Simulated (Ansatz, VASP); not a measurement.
Be3Te4 in VASP and in Ansatz

```
Be Te
1.0
    -2.70105    2.70105    5.92720
     2.70105   -2.70105    5.92720
     2.70105    2.70105   -5.92720
Be Te
3 4
Cartesian
  2.7011 0.0000 2.9636
  0.0000 2.7011 2.9636
  0.0000 0.0000 5.9272
  1.3803 -1.3803 7.4198
  -1.3803 1.3803 7.4198
  1.3208 1.3208 -1.4926
  1.3803 1.3803 4.4346
```

Change from the starting cell: built by hand: vacancy famatinite (I-42m, No. 121).

Alike in both runs: functional PBE; k mesh 8 × 8 × 8; occupations gaussian, width 0.1 eV; no spin polarisation.

Ansatz relaxed the structure, and its values are those at the end. VASP's run is a single point on that final structure, the one shown.

```csv
,VASP,Ansatz
version,VASP 6.6.1,Ansatz 0.2.0
potentials or method,"VASP PAW PBE potentials, release 64 (Be, Te), cutoff 520 eV","scalar-relativistic, plane waves, PAW"
valence electrons in the cell,30,70
```

VASP gave:

| Property | Result |
| --- | --- |
| gap on the k mesh at the Fermi level (eV) | none |
| pressure (GPa) | 0.1 |
| rms of the force components (eV/Å) | 0.006 |

Q: Which values does Ansatz return?

A: gap on the k mesh at the Fermi level (eV): none; pressure (GPa): 0.0; rms of the force components (eV/Å): 0.001.

A gap of «none» marks a metal or a gap that the smearing closes. VASP's potentials hold 30 valence electrons a cell and Ansatz's 70, so a difference there can come from the potentials and not from the codes.

Neither program's run includes spin-orbit coupling.
